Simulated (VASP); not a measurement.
# Ni: single point with PBE

The system is Ni.

```
Ni
1.0
     0.00000    1.68575    1.68575
     1.68575    0.00000    1.68575
     1.68575    1.68575    0.00000
Ni
1
Direct
  0.00000 0.00000 0.00000
```

* Program: VASP 6.6.1
* Task: single point
* Functional: PBE
* Potentials or basis: VASP PAW PBE potentials, release 64 (Ni)
* Cutoff: 520 eV
* k mesh: 24 × 24 × 24
* Occupations: gaussian, width 0.15 eV
* Spin: collinear spin, ferromagnetic start
* Starting moments: [0.25] μB
* Fixed moment: 0.25 μB

```json
{
  "Pressure": "33.3 GPa",
  "Net moment": "0.25 μB per cell",
  "Site moments": "Ni +0.25 μB",
  "Valence electrons inside the program's atomic spheres": "Ni 9.57"
}
```

Wall time 46 s on 1 thread of Intel(R) Xeon(R) 6975P-C (Granite Rapids), with other jobs on the host, peak memory 0.19 GiB.

Caveat: the cell stands under pressure; the total moment is fixed, so each spin has its own Fermi level.
